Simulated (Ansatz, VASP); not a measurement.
MnO in VASP and in Ansatz

INCAR

```
PREC = Accurate ; ENCUT = 520
EDIFF = 1E-6 ; ISMEAR = -1
SIGMA = 0.05 ; LREAL = False
LASPH = True ; NELM = 150
ALGO = Normal ; ISIF = 2
LWAVE = False ; LCHARG = False
ISPIN = 2 ; MAGMOM = 4 0
LORBIT = 11 ; LMAXMIX = 4
GGA = PE ; NBANDS = 20
```

KPOINTS

```
regular mesh
0
Gamma
  16 16 16
```

The input POSCAR:

```
MnO
1.0
    0.0000000000      2.2220000000      2.2220000000
    2.2220000000      0.0000000000      2.2220000000
    2.2220000000      2.2220000000      0.0000000000
Mn O
1 1
Direct
    0.0000000000      0.0000000000      0.0000000000
    0.5000000000      0.5000000000      0.5000000000
```

Input for Ansatz:

```yaml
crystal:
  lattice:
    - [0.0, 2.222, 2.222]
    - [2.222, 0.0, 2.222]
    - [2.222, 2.222, 0.0]
  atoms:
    - { symbol: Mn, position: [0.0, 0.0, 0.0], spin: 4.0 }
    - { symbol: O, position: [0.5, 0.5, 0.5] }
magnetization:
  spin_polarized: true
kpoints:
  mp_grid: { grid: [16, 16, 16] }
  band_path:
    path:
      - [0.0, 0.0, 0.0]
      - [0.5, 0.0, 0.5]
      - [0.625, 0.25, 0.625]
      - [0.375, 0.375, 0.75]
      - [0.0, 0.0, 0.0]
      - [0.5, 0.5, 0.5]
      - [0.5, 0.25, 0.75]
      - [0.5, 0.0, 0.5]
    npoints: 8
scf:
  occupations: { method: fermi_dirac, width: 0.05 }
hamiltonian:
  xc: pbe
  pseudopotentials: { kind: all_electron, lapw: { basis_error: 0.00025 } }
output:
  forces: true
  stress: true
  eigenvalues: true
  populations: true
  dos: { projected: true, de: 0.2, e_range: [-14, 8] }
```

Alike in both runs: task single point; functional PBE; k mesh 16 × 16 × 16; occupations fermi-dirac, width 0.05 eV; collinear spin.

```csv
,VASP,Ansatz
version,VASP 6.6.1,Ansatz 0.2.0
potentials or method,"VASP PAW PBE potentials, release 64 (Mn_pv, O), cutoff 520 eV","all-electron LAPW, scalar-relativistic"
```

Ansatz gave:

* pressure (GPa): -0.1
* net moment per atom (μB): 2.38
* size of the moment on the site where the two differ most (μB): 0.23

Task: Which values does VASP return?

Result: Pressure (GPa): 0.0; net moment per atom (μB): 2.38; size of the moment on the site where the two differ most (μB): 0.20.

Site moments also hang on the region over which each program counts them. Ansatz ran all-electron here, and VASP with PAW potentials.
